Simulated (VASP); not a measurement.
Here is a VASP 6.6.1 calculation.

Contents of POSCAR:

```
WSe2
1.0
    3.2812575916      0.0000000000      0.0000000000
   -1.6406287958      2.8416524307      0.0000000000
    0.0000000000      0.0000000000     58.3145857362
Se W
6 3
Direct
    0.3333333333      0.6666666667      0.3613711771
    0.3333333333      0.6666666667      0.4191631690
    0.6666666667      0.3333333333      0.4711303685
    0.6666666667      0.3333333333      0.5288696315
    0.3333333333      0.6666666667      0.5808368310
    0.3333333333      0.6666666667      0.6386288229
    0.6666666667      0.3333333333      0.3902732527
    0.3333333333      0.6666666667      0.5000000000
    0.6666666667      0.3333333333      0.6097267473
```

The input INCAR.step1:

```
  ALGO = Normal
  DIPOL = 0.5 0.5 0.500
  EDIFF = 1E-4
  ENCUT = 520
  GGA = PE
  IDIPOL = 3
  ISMEAR = 0
  LASPH = T
  LCHARG = F
  LDIPOL = T
  LREAL = F
  LWAVE = T
  NBANDS = 49
  NELM = 100
  PREC = Accurate
  SIGMA = 0.02
```

The input INCAR.step2:

```
  ALGO = Normal
  DIPOL = 0.5 0.5 0.500
  EDIFF = 1E-7
  ENCUT = 520
  IDIPOL = 3
  ISIF = 2
  ISMEAR = 0
  ISTART = 1
  LASPH = T
  LCHARG = F
  LDIPOL = T
  LMIXTAU = T
  LREAL = F
  LWAVE = F
  METAGGA = R2SCAN
  NBANDS = 49
  NELM = 100
  PREC = Accurate
  SIGMA = 0.02
```

The input KPOINTS:

```
k-points
0
Gamma
  9 9 1
```

Potentials or basis: VASP PAW PBE potentials, release 64 (Se, W_sv).

Run with:

```console
$ cat potpaw_PBE.64/Se/POTCAR potpaw_PBE.64/W_sv/POTCAR > POTCAR
$ cp INCAR.step1 INCAR
$ mpirun -np 1 vasp_std > vasp.out
$ cp INCAR.step2 INCAR
$ mpirun -np 1 vasp_std > vasp.out
```

Question: Estimate the band gap on the k mesh.

Answer: 1.32 eV (least direct gap 1.71 eV).

Question: What does it give for the largest force?

Answer: 0.326 eV/Å.

Forces in eV/Å, atoms in the order of the input:
```
Se   0.000  0.000  0.182
Se   0.000  0.000 -0.326
Se   0.000  0.000  0.305
Se   0.000  0.000 -0.305
Se   0.000  0.000  0.326
Se   0.000  0.000 -0.182
W    0.000  0.000 -0.081
W    0.000  0.000  0.000
W    0.000  0.000  0.081
```

Caveat: the PAW data sets were made with another functional, which shifts forces and pressure a little; spin-orbit coupling is left out, which moves the levels of the heavy elements.
